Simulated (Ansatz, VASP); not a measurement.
## GaP: VASP beside Ansatz

```
Ga P
1.0
     0.00000    2.69800    2.72525
     2.72525    0.00000    2.72525
     2.72525    2.69800    0.00000
Ga P
1 1
Direct
  0.00000 0.00000 0.00000
  0.75000 0.75000 0.75000
```

Change from the starting cell: strain -0.0100 x Voigt [0, 1, 0, 0, 0, 0], atoms carried along.

Alike in both runs: task single point; functional PBE; k mesh 8 × 8 × 8; occupations gaussian, width 0.05 eV; no spin polarisation.

|  | VASP | Ansatz |
| --- | --- | --- |
| version | VASP 6.6.1 | Ansatz 0.2.0 |
| potentials or method | VASP PAW PBE potentials, release 64 (Ga_d, P), cutoff 520 eV | scalar-relativistic, plane waves, PAW |
| valence electrons in the cell | 18 | 18 |

VASP gave:

```
gap on the k mesh at the Fermi level (eV)                     : 1.53
least direct gap on the mesh (eV)                             : 1.87
pressure (GPa)                                                : 3.3
traceless stress, the component that is largest in VASP (GPa) : 0.48
```

**Question.** Which values does Ansatz return?

**Answer.** gap on the k mesh at the Fermi level (eV): 1.53; least direct gap on the mesh (eV): 1.87; pressure (GPa): 3.4; traceless stress, the component that is largest in VASP (GPa): 0.48.
